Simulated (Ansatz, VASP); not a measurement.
MnGa3As4: VASP beside Ansatz

```
Mn Ga As
1.0
    11.32000    0.00000    0.00000
     0.00000    5.66000    0.00000
     0.00000    0.00000    5.66000
Mn Ga As
2 6 8
Cartesian
  0.0012 0.0529 0.0455
  5.6848 2.7751 2.8253
  0.0188 2.8474 2.7476
  2.8322 0.0698 2.8757
  2.7638 2.8484 0.0014
  5.6119 0.0121 5.6557
  8.4657 5.6567 2.8316
  8.5274 2.8152 5.6231
  1.4600 1.3970 1.4906
  1.4275 4.2402 4.2188
  4.1992 1.4185 4.2295
  4.2479 4.2669 1.4710
  7.0876 1.3528 1.5143
  7.1241 4.2302 4.2315
  9.8903 1.3751 4.2162
  9.8799 4.3486 1.4229
```

Alike in both runs: task single point; functional PBE; k mesh 1 × 1 × 1; collinear spin.

|  | VASP | Ansatz |
| --- | --- | --- |
| version | VASP 6.6.1 | Ansatz development build ahead of 0.2.0 |
| potentials or method | VASP PAW PBE potentials, release 64 (Mn_pv, Ga_d, As) | PAW (an earlier, plane waves, scalar-relativistic |
| plane-wave cutoff (eV) | 520 | 1020 |
| occupations | fermi-dirac, width 0.1 eV | fermi-dirac |

VASP gave:

```
net moment per atom (μB)                                      : 0.06
size of the moment on the site where the two differ most (μB) : 1.76
```

Question: What did Ansatz give for the same quantities?

Answer: net moment per atom (μB): 0.37; size of the moment on the site where the two differ most (μB): 3.05.

The net moments are unlike, so the other rows may belong to different states. Site moments also hang on the region over which each program counts them. Ansatz's warnings: seeded moment not kept, stability check not made.

The k mesh is coarse, so the values compare programs but aren't converged.
